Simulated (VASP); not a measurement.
# Ga3P3H5 in VASP: single point with PBE

Aim: the single point of Ga3P3H5 with PBE.

Everything below comes from runs of VASP 6.6.1. Logs are shortened: lines on timing, memory, paths and dates and some standing lists are left out, and cuts for length are marked.

### 1 The cell of the first run

The cell holds a wire or tube with vacuum around it, 22 atoms: a = 17.400 Å, b = 20.700 Å, c = 3.958 Å, α = 90.00°, β = 90.00°, γ = 90.00°.

### 2 Single point, PBE

File INCAR:

```
SYSTEM = Ga3P3H5
ALGO     = Normal         ! electronic algorithm
EDIFF    = 1E-6           ! SCF threshold, eV
ENCUT    = 520            ! plane-wave cutoff, eV
GGA      = PE             ! functional
ISIF     = 2              ! what is computed and relaxed
ISMEAR   = 0              ! smearing method
LASPH    = .True.         ! aspherical terms in the spheres
LCHARG   = .False.        ! write CHGCAR
LREAL    = Auto         
LWAVE    = .False.        ! write WAVECAR
NBANDS   = 76             ! bands
NELM     = 80             ! most SCF steps
PREC     = Accurate       ! precision mode
SIGMA    = 0.05           ! smearing width, eV
```

File KPOINTS:

```
k-points
0
Gamma
  1 1 9
  0 0 0
```

File POSCAR:

```
Ga3P3H5
1.0
   17.4000000000      0.0000000000      0.0000000000
    0.0000000000     20.7000000000      0.0000000000
    0.0000000000      0.0000000000      3.9580293557
Ga P H
6 6 10
Direct
    0.5553261047      0.5305338358      0.0000000000
    0.5562508609      0.2672430320      0.0000000000
    0.4452152620      0.6648076562      0.5000000000
    0.4447976589      0.3983049883      0.5000000000
    0.6688990768      0.3973685911      0.5000000000
    0.3319669617      0.5305255782      0.0000000000
    0.5542809715      0.5991780695      0.5000000000
    0.5566038413      0.3361210523      0.5000000000
    0.6646434724      0.4656924372      0.0000000000
    0.4455888955      0.7316582249      0.0000000000
    0.4440338341      0.4684090043      0.0000000000
    0.3367498222      0.5992438433      0.5000000000
    0.6355500679      0.2312471980      0.0000000000
    0.4771202595      0.2310679501      0.0000000000
    0.6179925460      0.6425494847      0.5000000000
    0.3646107625      0.3639275042      0.5000000000
    0.7273593640      0.5101027123      0.0000000000
    0.7493466303      0.3637249932      0.5000000000
    0.5077779218      0.7761494000      0.0000000000
    0.3834484930      0.7762188676      0.0000000000
    0.2514060288      0.4974236605      0.0000000000
    0.2739924005      0.6436041018      0.5000000000
```

Potentials or basis: VASP PAW PBE potentials, release 64 (Ga_d, P, H).

Command:

```
$ cat potpaw_PBE.64/Ga_d/POTCAR potpaw_PBE.64/P/POTCAR potpaw_PBE.64/H/POTCAR > POTCAR
$ mpirun -np 1 vasp_std > vasp.out
```

OUTCAR:

```text
SYSTEM = Ga3P3H5
   EDIFF = 1E-6
   ENCUT = 520
   GGA = PE
   ISIF = 2
   ISMEAR = 0
   LASPH = .True.
   LREAL = Auto
   NELM = 80
   PREC = Accurate

 ion  position               nearest neighbor table
   1  0.555  0.531  0.000-  11 2.32   9 2.33   7 2.44   7 2.44
   2  0.556  0.267  0.000-  14 1.57  13 1.57   8 2.44   8 2.44
   3  0.445  0.665  0.500-  12 2.32   7 2.33  10 2.41  10 2.41
   4  0.445  0.398  0.500-  16 1.57   8 2.33  11 2.45  11 2.45
   5  0.669  0.397  0.500-  18 1.56   8 2.33   9 2.43   9 2.43
   6  0.332  0.531  0.000-  21 1.56  11 2.34  12 2.44  12 2.44
   7  0.554  0.599  0.500-  15 1.43   3 2.33   1 2.44   1 2.44
   8  0.557  0.336  0.500-   5 2.33   4 2.33   2 2.44   2 2.44
   9  0.665  0.466  0.000-  17 1.43   1 2.33   5 2.43   5 2.43
  10  0.446  0.732  0.000-  19 1.42  20 1.42   3 2.41   3 2.41
  11  0.444  0.468  0.000-   1 2.32   6 2.34   4 2.45   4 2.45
  12  0.337  0.599  0.500-  22 1.43   3 2.32   6 2.44   6 2.44
  13  0.636  0.231  0.000-   2 1.57
  14  0.477  0.231  0.000-   2 1.57
  15  0.618  0.643  0.500-   7 1.43
  16  0.365  0.364  0.500-   4 1.57
  17  0.727  0.510  0.000-   9 1.43
  18  0.749  0.364  0.500-   5 1.56
  19  0.508  0.776  0.000-  10 1.42
  20  0.383  0.776  0.000-  10 1.42
  21  0.251  0.497  0.000-   6 1.56
  22  0.274  0.644  0.500-  12 1.43

  LATTYP: Found a simple orthorhombic cell.
 ALAT       =     3.9580293557
 B/A-ratio  =     4.3961270714
 C/A-ratio  =     5.2298753091

  Lattice vectors:

 A1 = (   0.0000000000,   0.0000000000,   3.9580293557)
 A2 = (  17.4000000000,   0.0000000000,   0.0000000000)
 A3 = (   0.0000000000,  20.7000000000,   0.0000000000)

Analysis of symmetry for initial positions (statically):
=====================================================================
 Subroutine PRICEL returns:
 Original cell was already a primitive cell.

 Routine SETGRP: Setting up the symmetry group for a
 simple orthorhombic supercell.

 Subroutine GETGRP returns: Found  2 space group operations
 (whereof  2 operations were pure point group operations)
 out of a pool of  8 trial point group operations.

The static configuration has the point symmetry C_1h.

Analysis of symmetry for dynamics (positions and initial velocities):
=====================================================================
 Subroutine PRICEL returns:
 Original cell was already a primitive cell.

 Routine SETGRP: Setting up the symmetry group for a
 simple orthorhombic supercell.

 Subroutine GETGRP returns: Found  2 space group operations
 (whereof  2 operations were pure point group operations)
 out of a pool of  8 trial point group operations.

The dynamic configuration has the point symmetry C_1h.

 Subroutine INISYM returns: Found  2 space group operations
 (whereof  2 operations are pure point group operations),
 and found     1 'primitive' translations

----------------------------------------------------------------------------------------

                                     Primitive cell

  volume of cell :    1425.6030

  direct lattice vectors                    reciprocal lattice vectors
    17.400000000  0.000000000  0.000000000     0.057471264  0.000000000  0.000000000
     0.000000000 20.700000000  0.000000000     0.000000000  0.048309179  0.000000000
     0.000000000  0.000000000  3.958029356     0.000000000  0.000000000  0.252650981

  length of vectors
    17.400000000 20.700000000  3.958029356     0.057471264  0.048309179  0.252650981

  position of ions in fractional coordinates (direct lattice)
     0.555326105  0.530533836  0.000000000
     0.556250861  0.267243032  0.000000000
     0.445215262  0.664807656  0.500000000
     0.444797659  0.398304988  0.500000000
     0.668899077  0.397368591  0.500000000
     0.331966962  0.530525578  0.000000000
[... 14 lines left out ...]
     0.251406029  0.497423660  0.000000000
     0.273992400  0.643604102  0.500000000

  ion indices of the primitive-cell ions
   primitive index   ion index
                 1           1
                 2           2
                 3           3
                 4           4
                 5           5
                 6           6
[... 14 lines left out ...]
                21          21
                22          22

----------------------------------------------------------------------------------------

 KPOINTS: k-points

Automatic generation of k-mesh.
 Grid dimensions read from file:
 generate k-points for:    1    1    9

 Generating k-lattice:

  Cartesian coordinates                     Fractional coordinates (reciprocal lattice)
     0.057471264  0.000000000  0.000000000     1.000000000  0.000000000  0.000000000
     0.000000000  0.048309179  0.000000000     0.000000000  1.000000000  0.000000000
     0.000000000  0.000000000  0.028072331     0.000000000  0.000000000  0.111111111

  Length of vectors
     0.057471264  0.048309179  0.028072331

  Shift w.r.t. Gamma in fractional coordinates (k-lattice)
     0.000000000  0.000000000  0.000000000

 Subroutine IBZKPT returns following result:
 ===========================================

 Found      5 irreducible k-points:

 Following reciprocal coordinates:
            Coordinates               Weight
  0.000000  0.000000  0.000000      1.000000
  0.000000  0.000000  0.111111      2.000000
  0.000000  0.000000  0.222222      2.000000
  0.000000  0.000000  0.333333      2.000000
  0.000000  0.000000  0.444444      2.000000
   k-points           NKPTS =      5   k-points in BZ     NKDIM =      5   number of bands    NBANDS=     76
   number of dos      NEDOS =    301   number of ions     NIONS =     22
   total plane-waves  NPLWV = 672000
   dimension x,y,z NGX =   140 NGY =  160 NGZ =   30
   dimension x,y,z NGXF=   280 NGYF=  320 NGZF=   60
   ions per type =               6   6  10
   NGX,Y,Z   is equivalent  to a cutoff of  13.38, 12.85, 12.60 a.u.
   NGXF,Y,Z  is equivalent  to a cutoff of  26.75, 25.70, 25.20 a.u.
 SYSTEM =  Ga3P3H5
   PREC   = accura    normal or accurate (medium, high low for compatibility)
   ISTART =      0    job   : 0-new  1-cont  2-samecut
   ICHARG =      2    charge: 1-file 2-atom 10-const
   ISPIN  =      1    spin polarized calculation?
   LNONCOLLINEAR =      F non collinear calculations
   LSORBIT =      F    spin-orbit coupling
   LASPH  =      T    aspherical Exc in radial PAW
   ENCUT  =  520.0 eV  38.22 Ry    6.18 a.u.  32.35 38.49  7.36*2*pi/ulx,y,z
   NELM   =     80;   NELMIN=  2; NELMDL= -5     # of ELM steps
   EDIFF  = 0.1E-05   stopping-criterion for ELM
   LREAL  =      T    real-space projection
   EDIFFG = 0.1E-04   stopping-criterion for IOM
   NSW    =      0    number of steps for IOM
   IBRION =     -1    ionic relax: 0-MD 1-quasi-New 2-CG
   NFREE  =      0    steps in history (QN), initial steepest desc. (CG)
   ISIF   =      2    stress and relaxation
   ISYM   =      2    0-nonsym 1-usesym 2-fastsym
   POTIM  = 0.5000    time-step for ionic-motion
   TEBEG  =    0.0;   TEEND  =   0.0 temperature during run
   PSTRESS=    0.0 pullay stress
   NELECT =     118.0000    total number of electrons
   NUPDOWN=      -1.0000    fix difference up-down
   EMIN   =  10.00;   EMAX   =-10.00  energy-range for DOS
   EFERMI =   0.00;   METHOD = LEGACY
   ISMEAR =     0;   SIGMA  =   0.05  broadening in eV -4-tet -1-fermi 0-gaus
   EFERMI_NEDOS =   21; number of points for ismear=-14 and -15
   IALGO  =     38    algorithm
   IMIX   =      4    mixing-type and parameters
     AMIX     =   0.40;   BMIX     =  1.00
     AMIX_MAG =   1.60;   BMIX_MAG =  1.00
  volume/ion in A,a.u.               =      64.80       437.29
  Fermi-wavevector in a.u.,A,eV,Ry     =   0.713459  1.348243  6.925697  0.509024
  Thomas-Fermi vector in A             =   1.801103
   LORBIT       =      0    0 simple, 1 ext, 2 COOP (PROOUT), +10 PAW based schemes
   GGA     = PE    functional components
   LHFCALC =     F    Hartree Fock is set to
   AEXX    =    0.0000 exact exchange contribution
   IVDW    =     0    specifies the selected vdW correction
   LEPSILON=     F    determine dielectric tensor
   LRPA    =     F    only Hartree local field effects (RPA)
 non-spin polarized calculation
 Gauss-broadening in eV      SIGMA  =   0.05
  energy-cutoff  :      520.00
  volume of cell :     1425.60
 maximum number of plane-waves:     38491
 NGX is ok and might be reduce to   140
   NGX = 65   NGY = 77   NGZ = 15

 number of electron     117.9999977 magnetization

 Free energy of the ion-electron system (eV)
  ---------------------------------------------------
  ext. energy  EPLUGINS =         0.00000000
  ---------------------------------------------------
  free energy    TOTEN  =       -85.33694420 eV

  energy without entropy =      -85.33694420  energy(sigma->0) =      -85.33694420

 E-fermi :  -2.5694     XC(G=0):  -2.6954

 val. band max:       -2.8336722290   @ k =   0.0000   0.0000   0.0000
 cond. band min:      -2.1482453961   @ k =   0.0000   0.0000   0.0000
 fundamental gap:      0.6854268329
 Fermi energy:        -2.5694201195

 k-point     1 :       0.0000    0.0000    0.0000
  band No.  band energies     occupation
      1     -18.9319      2.00000
      2     -18.8762      2.00000
      3     -18.8747      2.00000
      4     -18.7909      2.00000
      5     -18.7827      2.00000
      6     -17.9376      2.00000
[... 63 lines left out ...]
     70       0.5572      0.00000
     71       0.6796      0.00000

 k-point     2 :       0.0000    0.0000    0.1111
  band No.  band energies     occupation
      1     -18.9308      2.00000
      2     -18.8778      2.00000
      3     -18.8754      2.00000
      4     -18.7901      2.00000
      5     -18.7841      2.00000
      6     -17.9366      2.00000
[... 63 lines left out ...]
     70       0.6705      0.00000
     71       0.7498      0.00000

 k-point     3 :       0.0000    0.0000    0.2222
  band No.  band energies     occupation
      1     -18.9323      2.00000
      2     -18.8798      2.00000
      3     -18.8741      2.00000
      4     -18.7883      2.00000
      5     -18.7878      2.00000
      6     -17.9382      2.00000
[... 63 lines left out ...]
     70       0.8981      0.00000
     71       1.0289      0.00000

 k-point     4 :       0.0000    0.0000    0.3333
  band No.  band energies     occupation
      1     -18.9402      2.00000
      2     -18.8763      2.00000
      3     -18.8714      2.00000
      4     -18.7920      2.00000
      5     -18.7866      2.00000
      6     -17.9459      2.00000
[... 63 lines left out ...]
     70       1.0007      0.00000
     71       1.2310      0.00000

 k-point     5 :       0.0000    0.0000    0.4444
  band No.  band energies     occupation
      1     -18.9473      2.00000
      2     -18.8742      2.00000
      3     -18.8672      2.00000
      4     -18.7947      2.00000
      5     -18.7855      2.00000
      6     -17.9525      2.00000
[... 63 lines left out ...]
     70       1.1306      0.00000
     71       1.1844      0.00000
 [bands above 71 left out]

------------------------ aborting loop because EDIFF is reached ----------------------------------------

  FORCE on cell =-STRESS in cart. coord.  units (eV):
  Direction    XX          YY          ZZ          XY          YZ          ZX
  --------------------------------------------------------------------------------------
  -------------------------------------------------------------------------------------
  Total       -0.3983403     -0.5896033     -0.0840884     -0.0474445      0.0000000      0.0000000
  in kB       -0.4476785     -0.6626312     -0.0945035     -0.0533209      0.0000000      0.0000000
  external PRESSURE =      -0.4016044 kB  Pullay stress =       0.0000000 kB

 VOLUME and BASIS-vectors are now :
 -----------------------------------------------------------------------------
  energy-cutoff  :      520.00
  volume of cell :     1425.60
      direct lattice vectors                 reciprocal lattice vectors
    17.400000000  0.000000000  0.000000000     0.057471264  0.000000000  0.000000000
     0.000000000 20.700000000  0.000000000     0.000000000  0.048309179  0.000000000
     0.000000000  0.000000000  3.958029356     0.000000000  0.000000000  0.252650981

 POSITION                                       TOTAL-FORCE (eV/Angst)
 -----------------------------------------------------------------------------------
      9.66267     10.98205      0.00000        -0.003449     -0.019890      0.000000
      9.67876      5.53193      0.00000        -0.001988     -0.024973      0.000000
      7.74675     13.76152      1.97901         0.000344     -0.010560      0.000000
      7.73948      8.24491      1.97901        -0.025040     -0.015211      0.000000
     11.63884      8.22553      1.97901         0.019519     -0.029109      0.000000
      5.77623     10.98188      0.00000        -0.018979     -0.023904      0.000000
[... 14 lines left out ...]
      4.37446     10.29667      0.00000         0.020655      0.015989      0.000000
      4.76747     13.32260      1.97901         0.021880     -0.020617      0.000000
 -----------------------------------------------------------------------------------
    total drift:                               -0.001930     -0.001622     -0.000008

  FREE ENERGIE OF THE ION-ELECTRON SYSTEM (eV)
  ---------------------------------------------------
  free  energy   TOTEN  =       -85.3369441985 eV

  energy  without entropy=      -85.3369441985  energy(sigma->0) =      -85.33694420
```

Wall time 18 min (1 thread of Intel Xeon 6975P-C (Granite Rapids), shared host); peak memory 1.4 GiB.

Results:

| Property | Result |
| --- | --- |
| Free energy | -85.3369 eV |
| Largest force | 0.048 eV/Å |
| Band gap on the k mesh | 0.69 eV |

Forces in eV/Å, atoms in the order of the input:
```
Ga  -0.003 -0.020  0.000
Ga  -0.002 -0.025  0.000
Ga   0.000 -0.011  0.000
Ga  -0.025 -0.015  0.000
Ga   0.020 -0.029  0.000
Ga  -0.019 -0.024  0.000
P    0.017  0.033  0.000
P    0.002  0.011  0.000
P    0.016  0.034  0.000
P   -0.004  0.048  0.000
P    0.001  0.009  0.000
P   -0.009  0.036  0.000
H   -0.015  0.008  0.000
H    0.015  0.010  0.000
H   -0.020 -0.025  0.000
H    0.027  0.012  0.000
H   -0.023 -0.020  0.000
H   -0.021  0.016  0.000
H   -0.021 -0.021  0.000
H    0.022 -0.022  0.000
H    0.021  0.016  0.000
H    0.022 -0.021  0.000
```
